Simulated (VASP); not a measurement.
Wanted: the native input for a VASP 6.6.1 run.

```
Task                   : single point
Functional             : PBE
Potentials or basis    : VASP PAW PBE potentials, release 64 (Cs_sv, I)
Cutoff                 : 500 eV
k mesh                 : 4 × 4 × 4
Occupations            : gaussian, width 0.01 eV
Spin                   : no spin polarisation
Dipole correction      : no
Further INCAR settings : ALGO = Normal; EDIFF = 1e-06; NBANDS = 15
```

The structure of CsI lies in POSCAR:

```
CsI
1.0
    4.6837292190      0.0000000000      0.0000000000
    0.0000000000      4.6837292190      0.0000000000
    0.0000000000      0.0000000000      4.6837292190
Cs I
1 1
Direct
    0.0000000000      0.0000000000      0.0000000000
    0.5000000000      0.5000000000      0.5000000000
```

This cell differs from its parent crystal: volume changed by +5%.

One way to write it, as run:

INCAR

```
  PREC = Accurate
  ENCUT = 500
  EDIFF = 1E-6
  ISMEAR = 0
  SIGMA = 0.01
  LREAL = F
  LASPH = T
  NELM = 120
  ALGO = Normal
  ISIF = 2
  LWAVE = F
  LCHARG = F
  GGA = PE
  NBANDS = 15
  GGA_COMPAT = F
```

KPOINTS

```
Automatic mesh
0
Gamma
  4 4 4
```

Potentials or basis: VASP PAW PBE potentials, release 64 (Cs_sv, I).

Launch:

```console
$ cat potpaw_PBE.64/Cs_sv/POTCAR potpaw_PBE.64/I/POTCAR > POTCAR
$ mpirun -np 1 vasp_std > vasp.out
```

Results of the run:

```
Pressure               : -0.1 GPa
Band gap on the k mesh : 3.64 eV, indirect (least direct gap 3.74 eV)
```

Caveat: spin-orbit coupling is left out, which moves the levels of the heavy elements.

Wall time 19 s on 1 thread of Intel(R) Xeon(R) Platinum 8259CL CPU @ 2.50GHz (Skylake/Cascade Lake) (shared host), peak memory 0.21 GiB.
